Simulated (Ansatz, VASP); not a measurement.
One calculation of Be16B, two programs

```
CELL_PARAMETERS angstrom
-2.29000 -3.96640 0.00000
3.43500 -1.98320 0.00000
0.00000 0.00000 7.17686
ATOMIC_POSITIONS crystal
Be 0.78220 0.50832 0.00134
Be 0.46463 0.39847 0.22943
Be 0.71011 0.50538 0.51110
Be 0.50857 0.34310 0.74474
Be 0.53708 0.03179 0.00684
Be 0.24007 0.91360 0.25374
Be 0.50084 0.01783 0.49149
Be 0.26150 0.87215 0.74316
Be 0.30301 0.56900 0.96565
Be 0.83890 0.22473 0.27779
Be 0.18848 0.49807 0.44830
Be 0.01162 0.36377 0.73582
Be 0.03385 0.04527 0.00714
Be 0.79964 0.73829 0.26482
Be 0.98730 0.98627 0.51487
Be 0.75237 0.84173 0.75795
B 0.10359 0.47140 0.16973
```

Alike in both runs: functional PBE; k mesh 4 × 4 × 3; occupations fermi-dirac, width 0.1 eV; no spin polarisation.

Ansatz relaxed the structure, and its values are those at the end. VASP's run is a single point on that final structure, the one shown.

|  | VASP | Ansatz |
| --- | --- | --- |
| version | VASP 6.6.1 | Ansatz 0.2.0 |
| potentials or method | VASP PAW PBE potentials, release 64 (Be, B), cutoff 520 eV | scalar-relativistic, plane waves, PAW |
| valence electrons in the cell | 35 | 35 |

|  | VASP | Ansatz | Ansatz less VASP |
| --- | --- | --- | --- |
| rms of the force components (eV/Å) | 0.009 | 0.007 | -0.0028 |

The k mesh is coarse, so the values compare programs but aren't converged.
